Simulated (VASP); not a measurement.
Re, 1 atom in the cell. The structure is cubic, space group Fm-3m (No. 225). The conventional cell has a = 3.890 Å, b = 3.890 Å, c = 3.890 Å, α = 90.00°, β = 90.00°, γ = 90.00°. Re (site symmetry m-3m) has 12 Re at 2.75 Å within 3.6 Å. This isn't the form of Re at room conditions, which is hcp.

| Property | Result |
| --- | --- |
| Program | VASP 6.6.1 |
| Task | relaxation of cell and atoms |
| Functional | r2SCAN |
| Potentials or basis | VASP PAW PBE potentials, release 64 (Re) |
| Cutoff | 660 eV |
| k mesh | 10 × 10 × 10 |
| Occupations | gaussian, width 0.1 eV |
| Spin | no spin polarisation |
| Dipole correction | no |
| Further INCAR settings | ALGO = Normal; EDIFF = 1e-07; IBRION = 2; EDIFFG = -0.02; NSW = 80; ISIF = 3 |

Potentials or basis: VASP PAW PBE potentials, release 64 (Re).

The run is started by

```console
$ cat potpaw_PBE.64/Re/POTCAR > POTCAR
$ cp INCAR.step1 INCAR
$ mpirun -np 1 vasp_std > vasp.out
$ cp INCAR.step2 INCAR
$ mpirun -np 1 vasp_std > vasp.out
```

Hardware: 1 thread of Intel(R) Xeon(R) Platinum 8488C (Sapphire Rapids) (shared host).

Task: Estimate the wall time of this run.

Result: Wall time 57 s on 1 thread of Intel(R) Xeon(R) Platinum 8488C (Sapphire Rapids) (shared host), peak memory 0.15 GiB. Counts: k points 47, ion steps 3.
